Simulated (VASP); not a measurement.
Runs of VASP 6.6.1 on Au. The structure is that of space group P6_3/mmc (No. 194), or close to it. The cells are those of the table. 

| task | level | potentials or basis | cell | cutoff (eV) | gap on the mesh (eV) | pressure (GPa) | largest force (eV/Å) |
| --- | --- | --- | --- | --- | --- | --- | --- |
| single point | LDA | VASP PAW LDA potentials, release 64 (Au) | a = 2.880, b = 2.880, c = 4.827 Å, angles 90.0, 90.0, 122.2°, 2 atoms | 520 | none | (a) | 0.03 |
| relaxation of cell and atoms | PBEsol | VASP PAW PBE potentials, release 64 (Au) | relaxed to 20 GPa from a = 2.920, b = 2.920, c = 4.893 Å, angles 90.0, 90.0, 122.2°, 2 atoms | 600 | none | 20.0 | - |
| single point | PBEsol | VASP PAW PBE potentials, release 64 (Au) | a = 2.824, b = 2.824, c = 4.688 Å, angles 90.0, 90.0, 120.0°, 2 atoms | 520 | none | 9.7 | - |
| single point | r2SCAN | VASP PAW PBE potentials, release 64 (Au) | a = 2.880, b = 2.880, c = 4.827 Å, angles 90.0, 90.0, 122.2°, 2 atoms | 520 | none | 6.9 | 0.03 |
| single point | r2SCAN | VASP PAW PBE potentials, release 64 (Au) | a = 2.939, b = 2.939, c = 4.926 Å, angles 90.0, 90.0, 122.2°, 2 atoms | 520 | none | -2.9 | 0.01 |
| single point | PBEsol | VASP PAW PBE potentials, release 64 (Au) | a = 2.939, b = 2.939, c = 4.926 Å, angles 90.0, 90.0, 122.2°, 2 atoms | 520 | none | -8.1 | 0.01 |
| single point | LDA | VASP PAW LDA potentials, release 64 (Au) | a = 2.900, b = 2.900, c = 4.860 Å, angles 90.0, 90.0, 122.2°, 2 atoms | 520 | none | -6.3 | 0.02 |
| single point | r2SCAN | VASP PAW PBE potentials, release 64 (Au) | a = 2.977, b = 2.977, c = 4.989 Å, angles 90.0, 90.0, 122.2°, 2 atoms | 520 | none | -7.6 | - |
| single point | LDA | VASP PAW LDA potentials, release 64 (Au) | a = 2.920, b = 2.920, c = 4.893 Å, angles 90.0, 90.0, 122.2°, 2 atoms | 520 | none | -9.3 | 0.01 |
| single point | LDA | VASP PAW LDA potentials, release 64 (Au) | a = 2.977, b = 2.977, c = 4.989 Å, angles 90.0, 90.0, 122.2°, 2 atoms | 520 | none | -15.8 | 0.01 |
| single point | LDA | VASP PAW LDA potentials, release 64 (Au) | a = 2.860, b = 2.860, c = 4.793 Å, angles 90.0, 90.0, 122.2°, 2 atoms | 520 | none | 0.9 | (b) |

Alike in all rows: no spin polarisation; k mesh 11 × 11 × 6; smearing fermi-dirac 0.05 eV.

Task: Fill in the values left out.

Result: (a) -3.0; (b) 0.04.

Caveats: spin-orbit coupling is left out, which moves the levels of the heavy elements; the PAW data sets were made with another functional, which shifts forces and pressure a little (some runs); the cell is relaxed towards a set pressure, so the enthalpy falls and the energy may rise (some runs).

A k mesh can miss the band edges, and the runs leave out spin-orbit coupling on Au.

A gap of «none» marks levels without a gap at the run's occupations.
